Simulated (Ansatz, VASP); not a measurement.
# One calculation of Al2O3, two programs

File INCAR:

```
PREC = Accurate
ENCUT = 520
EDIFF = 1E-6
ISMEAR = 0
SIGMA = 0.01
LREAL = False
LASPH = True
NELM = 60
ALGO = Normal
ISIF = 2
LWAVE = False
LCHARG = False
GGA = PS
IVDW = 12
NBANDS = 35
```

File KPOINTS:

```
Automatic mesh
0
Gamma
  6 6 6
```

POSCAR

```
Al2O3
1.0
    2.3802500000      1.3742379800      4.3318666700
   -2.3802500000      1.3742379800      4.3318666700
    0.0000000000     -2.7484759600      4.3318666700
Al O
4 6
Direct
    0.3521600000      0.3521600000      0.3521600000
    0.1478400000      0.1478400000      0.1478400000
    0.6478400000      0.6478400000      0.6478400000
    0.8521600000      0.8521600000      0.8521600000
    0.5566800000      0.9433200000      0.2500000000
    0.2500000000      0.5566800000      0.9433200000
    0.9433200000      0.2500000000      0.5566800000
    0.4433200000      0.0566800000      0.7500000000
    0.7500000000      0.4433200000      0.0566800000
    0.0566800000      0.7500000000      0.4433200000
```

Input for Ansatz:

```yaml
crystal:
  lattice:
    - [2.38025, 1.37423798, 4.33186667]
    - [-2.38025, 1.37423798, 4.33186667]
    - [0.0, -2.74847596, 4.33186667]
  atoms:
    - { symbol: Al, position: [0.35216, 0.35216, 0.35216] }
    - { symbol: Al, position: [0.14784, 0.14784, 0.14784] }
    - { symbol: Al, position: [0.64784, 0.64784, 0.64784] }
    - { symbol: Al, position: [0.85216, 0.85216, 0.85216] }
    - { symbol: O, position: [0.55668, 0.94332, 0.25] }
    - { symbol: O, position: [0.25, 0.55668, 0.94332] }
    - { symbol: O, position: [0.94332, 0.25, 0.55668] }
    - { symbol: O, position: [0.44332, 0.05668, 0.75] }
    - { symbol: O, position: [0.75, 0.44332, 0.05668] }
    - { symbol: O, position: [0.05668, 0.75, 0.44332] }
basis:
  ecutwfc: 462.5935661818
kpoints:
  mp_grid: { grid: [6, 6, 6] }
  band_path:
    path:
      - [0.5, -0.23376, 0.23376]
      - [0.5, 0.0, 0.0]
      - [0.0, 0.0, 0.0]
      - [0.36688, -0.36688, 0.0]
    npoints: 4
hamiltonian:
  xc: pbesol
  dispersion: d3bj
scf:
  n_extra_bands: 8
  occupations: { method: fixed }
```

Alike in both runs: task single point; functional PBEsol; dispersion D3(BJ); k mesh 6 × 6 × 6; no spin polarisation.

|  | VASP | Ansatz |
| --- | --- | --- |
| version | VASP 6.6.1 | Ansatz 0.2.0 |
| potentials or method | VASP PAW PBE potentials, release 64 (Al, O), cutoff 520 eV | plane waves, PAW |
| occupations | gaussian, width 0.01 eV | fixed |
| valence electrons in the cell | 48 | 48 |

|  | VASP | Ansatz | Ansatz less VASP |
| --- | --- | --- | --- |
| gap on the k mesh at the Fermi level (eV) | 6.12 | 6.11 | -0.009 |

VASP's potentials were made for PBE, not for PBEsol.
